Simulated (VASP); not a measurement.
A run of VASP 6.6.1:

Contents of INCAR:

```
SYSTEM = Zr
PREC = Accurate
ENCUT = 520
EDIFF = 1E-7
ISMEAR = -1
SIGMA = 0.05
LREAL = .FALSE.
LASPH = .TRUE.
NELM = 60
ALGO = Normal
ISIF = 2
LWAVE = .FALSE.
LCHARG = .FALSE.
GGA = PS
NBANDS = 12
```

KPOINTS

```
regular mesh
0
G
  17 17 17
  0 0 0
```

File POSCAR:

```
Zr
1.0
   -1.7599458183      1.7599458183      1.7599458183
    1.7599458183     -1.7599458183      1.7599458183
    1.7599458183      1.7599458183     -1.7599458183
Zr
1
Direct
    0.0000000000      0.0000000000      0.0000000000
```

Potentials or basis: VASP PAW PBE potentials, release 64 (Zr_sv).

Launch:

```bash
$ cat potpaw_PBE.64/Zr_sv/POTCAR > POTCAR
$ mpirun -np 1 vasp_std > vasp.out
```

Hardware: 1 thread of Intel(R) Xeon(R) Platinum 8488C (Sapphire Rapids), on a shared host.

**Question.** How long does it take, and how much memory?

**Answer.** It took 28 s on 1 thread of Intel(R) Xeon(R) Platinum 8488C (Sapphire Rapids), on a shared host, peak memory 0.16 GiB. Counts: scf iterations 12, k points 165.
